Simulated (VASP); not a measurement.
Input of a VASP 6.6.1 run:

The input INCAR:

```
SYSTEM = Zn
PREC = Accurate ; ENCUT = 520
EDIFF = 1E-6 ; ISMEAR = -1
SIGMA = 0.05 ; LREAL = .FALSE.
LASPH = .TRUE. ; NELM = 100
ALGO = Normal ; ISIF = 2
LWAVE = .FALSE. ; LCHARG = .FALSE.
GGA = PS ; NBANDS = 12
```

KPOINTS

```
regular mesh
0
G
  12 12 12
  0 0 0
```

The input POSCAR:

```
Zn
1.0
    0.0000000000      1.8854235271      1.8854235271
    1.8854235271      0.0000000000      1.8854235271
    1.8854235271      1.8854235271      0.0000000000
Zn
1
Direct
    0.0000000000      0.0000000000      0.0000000000
```

Potentials or basis: VASP PAW PBE potentials, release 64 (Zn).

Launch:

```console
$ cat potpaw_PBE.64/Zn/POTCAR > POTCAR
$ mpirun -np 1 vasp_std > vasp.out
```

Estimate the band gap on the k mesh.

zero (band 6 reaches 6.17 eV, above the bottom of band 7 at 2.68 eV).

Predict the pressure.

5.6 GPa.

Caveat: the PAW data sets were made with another functional, which shifts forces and pressure a little.
